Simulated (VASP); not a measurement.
# CdS (P6_3mc) in VASP: relaxation of cell and atoms with PBE

Aim: the relaxation of cell and atoms of CdS with PBE.

All numbers are computed with VASP 6.6.1; they aren't measurements. Logs are shortened: lines on timing, memory, paths and dates and some standing lists are left out, and cuts for length are marked.

## Step 1: The cell of the first run

Symmetry: P6_3mc, No. 186, hexagonal system. The conventional cell has a = 4.169 Å, b = 4.169 Å, c = 6.780 Å, α = 90.00°, β = 90.00°, γ = 120.00°. Within 3.4 Å of Cd (site symmetry 3m) lie 4 S at 2.55 Å. Within 3.4 Å of S (site symmetry 3m) lie 4 Cd at 2.55 Å.

## Step 2: Relaxation of cell and atoms, PBE

Input file INCAR:

```
ALGO = Normal
EDIFF = 1E-6
EDIFFG = -0.005
ENCUT = 600
GGA = PE
IBRION = 2
ISIF = 3
ISMEAR = 0
LASPH = T
LCHARG = F
LREAL = F
LWAVE = F
NELM = 60
NSW = 100
PREC = Accurate
SIGMA = 0.02
```

Input file KPOINTS:

```
k-points
0
Gamma
  6 6 4
```

Input file POSCAR:

```
CdS
1.0
    4.1688381000      0.0000000000      0.0000000000
   -2.0844190500      3.6103197000      0.0000000000
    0.0000000000      0.0000000000      6.7796174100
Cd S
2 2
Direct
    0.6666666700      0.3333333300      0.5002243700
    0.3333333300      0.6666666700      0.0002243700
    0.6666666700      0.3333333300      0.8767756300
    0.3333333300      0.6666666700      0.3767756300
```

Potentials or basis: VASP PAW PBE potentials, release 64 (Cd, S).

On the command line:

```
> cat potpaw_PBE.64/Cd/POTCAR potpaw_PBE.64/S/POTCAR > POTCAR
> mpirun -np 1 vasp_std > vasp.out
```

OUTCAR:

```text
EDIFF = 1E-6
   EDIFFG = -0.005
   ENCUT = 600
   GGA = PE
   IBRION = 2
   ISIF = 3
   ISMEAR = 0
   LASPH = T
   LREAL = F
   NELM = 60
   NSW = 100
   PREC = Accurate

 ion  position               nearest neighbor table
   1  0.667  0.333  0.500-   4 2.55   4 2.55   4 2.55   3 2.55
   2  0.333  0.667  0.000-   3 2.55   3 2.55   3 2.55   4 2.55
   3  0.667  0.333  0.877-   2 2.55   2 2.55   2 2.55   1 2.55
   4  0.333  0.667  0.377-   1 2.55   1 2.55   1 2.55   2 2.55

  LATTYP: Found a hexagonal cell.
 ALAT       =     4.1688381000
 C/A-ratio  =     1.6262606624

  Lattice vectors:

 A1 = (   4.1688381000,   0.0000000000,   0.0000000000)
 A2 = (  -2.0844190500,   3.6103197000,   0.0000000000)
 A3 = (   0.0000000000,   0.0000000000,   6.7796174100)

Analysis of symmetry for initial positions (statically):
=====================================================================
 Subroutine PRICEL returns:
 Original cell was already a primitive cell.

 Routine SETGRP: Setting up the symmetry group for a
 hexagonal supercell.

 Subroutine GETGRP returns: Found 12 space group operations
 (whereof  6 operations were pure point group operations)
 out of a pool of 24 trial point group operations.

The static configuration has the point symmetry C_3v.
 The point group associated with its full space group is C_6v.

Analysis of symmetry for dynamics (positions and initial velocities):
=====================================================================
 Subroutine PRICEL returns:
 Original cell was already a primitive cell.

 Routine SETGRP: Setting up the symmetry group for a
 hexagonal supercell.

 Subroutine GETGRP returns: Found 12 space group operations
 (whereof  6 operations were pure point group operations)
 out of a pool of 24 trial point group operations.

The dynamic configuration has the point symmetry C_3v.
 The point group associated with its full space group is C_6v.

 Subroutine INISYM returns: Found 12 space group operations
 (whereof  6 operations are pure point group operations),
 and found     1 'primitive' translations

----------------------------------------------------------------------------------------

                                     Primitive cell

  volume of cell :     102.0389

  direct lattice vectors                    reciprocal lattice vectors
     4.168838100  0.000000000  0.000000000     0.239874991  0.138491890  0.000000000
    -2.084419050  3.610319700  0.000000000     0.000000000  0.276983781  0.000000000
     0.000000000  0.000000000  6.779617410     0.000000000  0.000000000  0.147500949

  length of vectors
     4.168838100  4.168838101  6.779617410     0.276983781  0.276983781  0.147500949

  position of ions in fractional coordinates (direct lattice)
     0.666666670  0.333333330  0.500224370
     0.333333330  0.666666670  0.000224370
     0.666666670  0.333333330  0.876775630
     0.333333330  0.666666670  0.376775630

  ion indices of the primitive-cell ions
   primitive index   ion index
                 1           1
                 2           2
                 3           3
                 4           4

----------------------------------------------------------------------------------------

 KPOINTS: k-points

Automatic generation of k-mesh.
 Grid dimensions read from file:
 generate k-points for:    6    6    4

 Generating k-lattice:

  Cartesian coordinates                     Fractional coordinates (reciprocal lattice)
     0.039979165  0.023081982  0.000000000     0.166666667 -0.000000000  0.000000000
     0.000000000  0.046163963  0.000000000     0.000000000  0.166666667  0.000000000
     0.000000000  0.000000000  0.036875237     0.000000000  0.000000000  0.250000000

  Length of vectors
     0.046163963  0.046163963  0.036875237

  Shift w.r.t. Gamma in fractional coordinates (k-lattice)
     0.000000000  0.000000000  0.000000000

 Subroutine IBZKPT returns following result:
 ===========================================

 Found     21 irreducible k-points:

 Following reciprocal coordinates:
            Coordinates               Weight
  0.000000  0.000000  0.000000      1.000000
  0.166667  0.000000  0.000000      6.000000
  0.333333  0.000000  0.000000      6.000000
  0.500000  0.000000  0.000000      3.000000
  0.166667  0.166667  0.000000      6.000000
  0.333333  0.166667  0.000000     12.000000
[... 13 lines left out ...]
  0.333333  0.166667  0.500000     12.000000
  0.333333  0.333333  0.500000      2.000000
   k-points           NKPTS =     21   k-points in BZ     NKDIM =     21   number of bands    NBANDS=     22
   number of dos      NEDOS =    301   number of ions     NIONS =      4
   total plane-waves  NPLWV =  69984
   dimension x,y,z NGX =    36 NGY =   36 NGZ =   54
   dimension x,y,z NGXF=    72 NGYF=   72 NGZF=  108
   ions per type =               2   2
   NGX,Y,Z   is equivalent  to a cutoff of  14.36, 14.36, 13.24 a.u.
   NGXF,Y,Z  is equivalent  to a cutoff of  28.71, 28.71, 26.48 a.u.
 SYSTEM =  unknown system
   PREC   = accura    normal or accurate (medium, high low for compatibility)
   ISTART =      0    job   : 0-new  1-cont  2-samecut
   ICHARG =      2    charge: 1-file 2-atom 10-const
   ISPIN  =      1    spin polarized calculation?
   LNONCOLLINEAR =      F non collinear calculations
   LSORBIT =      F    spin-orbit coupling
   LASPH  =      T    aspherical Exc in radial PAW
   ENCUT  =  600.0 eV  44.10 Ry    6.64 a.u.   8.33  8.33 13.54*2*pi/ulx,y,z
   NELM   =     60;   NELMIN=  2; NELMDL= -5     # of ELM steps
   EDIFF  = 0.1E-05   stopping-criterion for ELM
   LREAL  =      F    real-space projection
   EDIFFG = -.5E-02   stopping-criterion for IOM
   NSW    =    100    number of steps for IOM
   IBRION =      2    ionic relax: 0-MD 1-quasi-New 2-CG
   NFREE  =      1    steps in history (QN), initial steepest desc. (CG)
   ISIF   =      3    stress and relaxation
   ISYM   =      2    0-nonsym 1-usesym 2-fastsym
   POTIM  = 0.5000    time-step for ionic-motion
   TEBEG  =    0.0;   TEEND  =   0.0 temperature during run
   PSTRESS=    0.0 pullay stress
   NELECT =      36.0000    total number of electrons
   NUPDOWN=      -1.0000    fix difference up-down
   EMIN   =  10.00;   EMAX   =-10.00  energy-range for DOS
   EFERMI =   0.00;   METHOD = LEGACY
   ISMEAR =     0;   SIGMA  =   0.02  broadening in eV -4-tet -1-fermi 0-gaus
   EFERMI_NEDOS =   21; number of points for ismear=-14 and -15
   IALGO  =     38    algorithm
   IMIX   =      4    mixing-type and parameters
     AMIX     =   0.40;   BMIX     =  1.00
     AMIX_MAG =   1.60;   BMIX_MAG =  1.00
  volume/ion in A,a.u.               =      25.51       172.15
  Fermi-wavevector in a.u.,A,eV,Ry     =   1.156788  2.186012 18.206746  1.338158
  Thomas-Fermi vector in A             =   2.293405
   LORBIT       =      0    0 simple, 1 ext, 2 COOP (PROOUT), +10 PAW based schemes
   GGA     = PE    functional components
   LHFCALC =     F    Hartree Fock is set to
   AEXX    =    0.0000 exact exchange contribution
   IVDW    =     0    specifies the selected vdW correction
   LEPSILON=     F    determine dielectric tensor
   LRPA    =     F    only Hartree local field effects (RPA)
 conjugate gradient relaxation of ions
 non-spin polarized calculation
 Gauss-broadening in eV      SIGMA  =   0.02
  energy-cutoff  :      600.00
  volume of cell :      102.04
 maximum number of plane-waves:      3420
 NGX is ok and might be reduce to    36
   NGX = 17   NGY = 17   NGZ = 27

--------------------------------------- Ionic step        1  -------------------------------------------

 number of electron      36.0000009 magnetization

 Free energy of the ion-electron system (eV)
  ---------------------------------------------------
  ext. energy  EPLUGINS =         0.00000000
  ---------------------------------------------------
  free energy    TOTEN  =       -12.28541196 eV

  energy without entropy =      -12.28541196  energy(sigma->0) =      -12.28541196

------------------------ aborting loop because EDIFF is reached ----------------------------------------

  FORCE on cell =-STRESS in cart. coord.  units (eV):
  Direction    XX          YY          ZZ          XY          YZ          ZX
  --------------------------------------------------------------------------------------
  -------------------------------------------------------------------------------------
  Total        0.8980049      0.8980049      0.9281414      0.0000000     -0.0000000      0.0000000
  in kB       14.1001399     14.1001399     14.5733317      0.0000000     -0.0000000      0.0000000
  external PRESSURE =      14.2578705 kB  Pullay stress =       0.0000000 kB

 VOLUME and BASIS-vectors are now :
 -----------------------------------------------------------------------------
  energy-cutoff  :      600.00
  volume of cell :      102.04
      direct lattice vectors                 reciprocal lattice vectors
     4.168838100  0.000000000  0.000000000     0.239874991  0.138491890  0.000000000
    -2.084419050  3.610319700  0.000000000     0.000000000  0.276983781  0.000000000
     0.000000000  0.000000000  6.779617410     0.000000000  0.000000000  0.147500949
[... 39 lines left out ...]
 POSITION                                       TOTAL-FORCE (eV/Angst)
 -----------------------------------------------------------------------------------
      2.10699      1.21647      3.42916         0.000000      0.000000     -0.000665
     -0.00000      2.43295      0.00141         0.000000     -0.000000     -0.000665
      2.10699      1.21647      6.01087        -0.000000      0.000000      0.000665
     -0.00000      2.43295      2.58312         0.000000     -0.000000      0.000665
 -----------------------------------------------------------------------------------
    total drift:                               -0.000015      0.000009     -0.000361

  FREE ENERGIE OF THE ION-ELECTRON SYSTEM (eV)
  ---------------------------------------------------
  free  energy   TOTEN  =       -12.2959001368 eV

  energy  without entropy=      -12.2959001368  energy(sigma->0) =      -12.29590014

--------------------------------------- Ionic step        3  -------------------------------------------

 number of electron      36.0000002 magnetization

 Free energy of the ion-electron system (eV)
  ---------------------------------------------------
  ext. energy  EPLUGINS =         0.00000000
  ---------------------------------------------------
  free energy    TOTEN  =       -12.29683193 eV

  energy without entropy =      -12.29683193  energy(sigma->0) =      -12.29683193

 E-fermi :   0.9954     XC(G=0):  -8.8961

 val. band max:        0.8733817883   @ k =   0.0000   0.0000   0.0000
 cond. band min:       1.9748058020   @ k =   0.0000   0.0000   0.0000
 fundamental gap:      1.1014240138
 Fermi energy:         0.9954342512

 k-point     1 :       0.0000    0.0000    0.0000
  band No.  band energies     occupation
      1     -11.1870      2.00000
      2     -10.8034      2.00000
      3      -6.6619      2.00000
      4      -6.6559      2.00000
      5      -6.6559      2.00000
      6      -6.5825      2.00000
[... 14 lines left out ...]
     21       7.3530      0.00000
     22       7.3530      0.00000
[... 520 lines left out ...]
 POSITION                                       TOTAL-FORCE (eV/Angst)
 -----------------------------------------------------------------------------------
      2.10190      1.21354      3.42063         0.000000     -0.000000     -0.001002
     -0.00000      2.42707      0.00143        -0.000000      0.000000     -0.001002
      2.10190      1.21354      5.99584         0.000000     -0.000000      0.001002
     -0.00000      2.42707      2.57664        -0.000000      0.000000      0.001002
 -----------------------------------------------------------------------------------
    total drift:                               -0.000015      0.000009     -0.000294

  FREE ENERGIE OF THE ION-ELECTRON SYSTEM (eV)
  ---------------------------------------------------
  free  energy   TOTEN  =       -12.2968319313 eV

  energy  without entropy=      -12.2968319313  energy(sigma->0) =      -12.29683193

 reached required accuracy - stopping structural energy minimisation
```

It took 2 min on 1 thread of Intel Xeon 8259CL, shared host; peak memory 0.28 GiB.

What came out:

```
Free energy                           : -12.2968 eV
Relaxed volume                        : 26.16 Å³/atom
Relaxed cell                          : a = 4.204 Å, b = 4.204 Å, c = 6.838 Å, α = 90.00°, β = 90.00°, γ = 120.00°
Space group after relaxing (to 0.1 Å) : P6_3mc (No. 186)
Energy gained by relaxing             : 2.9 meV/atom
Ionic steps                           : 3
Pressure after relaxing               : 0.0 GPa
Band gap on the k mesh                : 1.10 eV
```

Step by step:
| step | energy change (eV) | largest force (eV/Å) | pressure (GPa) | volume (Å³) |
| --- | --- | --- | --- | --- |
| 1 | 0.0000 | 0.0027 | 1.43 | 102.04 |
| 2 | -0.0105 | 0.0007 | -0.38 | 105.43 |
| 3 | -0.0114 | 0.0010 | -0.01 | 104.66 |

Final structure:
```cif
data_structure
_symmetry_space_group_name_H-M 'P 1'
_symmetry_Int_Tables_number 1
_cell_length_a 4.2038
_cell_length_b 4.2038
_cell_length_c 6.8384
_cell_angle_alpha 90.000
_cell_angle_beta 90.000
_cell_angle_gamma 120.000
_cell_volume 104.66
loop_
_atom_site_label
_atom_site_type_symbol
_atom_site_fract_x
_atom_site_fract_y
_atom_site_fract_z
_atom_site_occupancy
Cd1 Cd 0.66667 0.33333 0.50021 1
Cd2 Cd 0.33333 0.66667 0.00021 1
S1 S 0.66667 0.33333 0.87679 1
S2 S 0.33333 0.66667 0.37679 1
```
